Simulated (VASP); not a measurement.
A run of VASP 6.6.1 is set up as follows.

Contents of INCAR:

```
ALGO = Normal
EDIFF = 1E-7
ENCUT = 520
GGA = PS
ISIF = 2
ISMEAR = 0
LASPH = T
LCHARG = T
LELF = T
LREAL = F
LVHAR = T
LWAVE = F
NBANDS = 16
NELM = 100
PREC = Accurate
SIGMA = 0.15
```

File KPOINTS:

```
k-points
0
Gamma
  16 16 16
```

File POSCAR:

```
YTe
1.0
    0.0000000000      3.2171457676      2.7345739024
    3.2171457676      0.0000000000      2.7345739024
    3.2171457676      3.2171457676      0.0000000000
Y Te
1 1
Direct
    0.0000000000      0.0000000000      0.0000000000
    0.5000000000      0.5000000000      0.5000000000
```

Potentials or basis: VASP PAW PBE potentials, release 64 (Y_sv, Te).

Run with:

```sh
$ cat potpaw_PBE.64/Y_sv/POTCAR potpaw_PBE.64/Te/POTCAR > POTCAR
$ mpirun -np 1 vasp_std > vasp.out
```

Problem. Estimate the pressure.

Solution. 5.3 GPa.

Stress tensor (GPa, compression positive):
```
-6.54  0.00  0.00
 0.00 -6.54  0.00
 0.00  0.00 29.04
```

Caveat: the PAW data sets were made with another functional, which shifts forces and pressure a little.
